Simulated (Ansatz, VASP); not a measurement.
**One calculation of MgO, two programs**

The input POSCAR:

```
MgO
1.0
    0.0000000000      2.1870500000      2.1870500000
    2.1870500000      0.0000000000      2.1870500000
    2.1870500000      2.1870500000      0.0000000000
Mg O
1 1
Direct
    0.0000000000      0.0000000000      0.0000000000
    0.5000000000      0.5000000000      0.5000000000
```

Contents of INCAR.step1:

```
SYSTEM = MgO
ALGO = Normal
EDIFF = 1E-5
ENCUT = 660
GGA = PE
GGA_COMPAT = .False.
ISMEAR = -1
LASPH = .True.
LCHARG = .False.
LREAL = .False.
LWAVE = .True.
NBANDS = 11
NELM = 120
PREC = Accurate
SIGMA = 0.05
```

Contents of INCAR.step2:

```
SYSTEM = MgO
ALGO = Normal
EDIFF = 1E-6
ENCUT = 660
GGA_COMPAT = .False.
ISIF = 2
ISMEAR = -1
ISTART = 1
LASPH = .True.
LCHARG = .True.
LELF = .True.
LMIXTAU = .True.
LREAL = .False.
LVHAR = .True.
LWAVE = .False.
METAGGA = R2SCAN
NBANDS = 11
NELM = 120
PREC = Accurate
SIGMA = 0.05
```

Contents of KPOINTS:

```
k-points
0
Gamma
  8 8 8
  0 0 0
```

Input for Ansatz:

```yaml
crystal:
  lattice:
    - [0.0, 2.18705, 2.18705]
    - [2.18705, 0.0, 2.18705]
    - [2.18705, 2.18705, 0.0]
  atoms:
    - { symbol: Mg, position: [0.0, 0.0, 0.0] }
    - { symbol: O, position: [0.5, 0.5, 0.5] }
hamiltonian:
  xc: r2scan
  pseudopotentials: { kind: paw }
basis:
  ecutwfc: 500
kpoints:
  mp_grid: { grid: [8, 8, 8] }
scf:
  occupations: { method: fermi_dirac, width: 0.05 }
  lower_state_search: "off"
output:
  forces: true
  stress: true
  write_density: true
  write_potential: true
  elf: true
  volumetric_format: npy
```

Alike in both runs: task single point; functional r2SCAN; k mesh 8 × 8 × 8; occupations fermi-dirac, width 0.05 eV; no spin polarisation.

|  | VASP | Ansatz |
| --- | --- | --- |
| version | VASP 6.6.1 | Ansatz 0.2.0 |
| potentials or method | VASP PAW PBE potentials, release 64 (Mg, O), cutoff 660 eV | PAW, plane waves, scalar-relativistic |
| valence electrons in the cell | 8 | 16 |

```tsv
	VASP	Ansatz	Ansatz less VASP
gap on the k mesh at the Fermi level (eV)	4.54	4.56	+0.023
pressure (GPa)	-16.8	-15.5	+1.27
```

VASP's potentials were made for PBE, not for r2SCAN. VASP's potentials hold 8 valence electrons a cell and Ansatz's 16, so a difference there can come from the potentials and not from the codes.
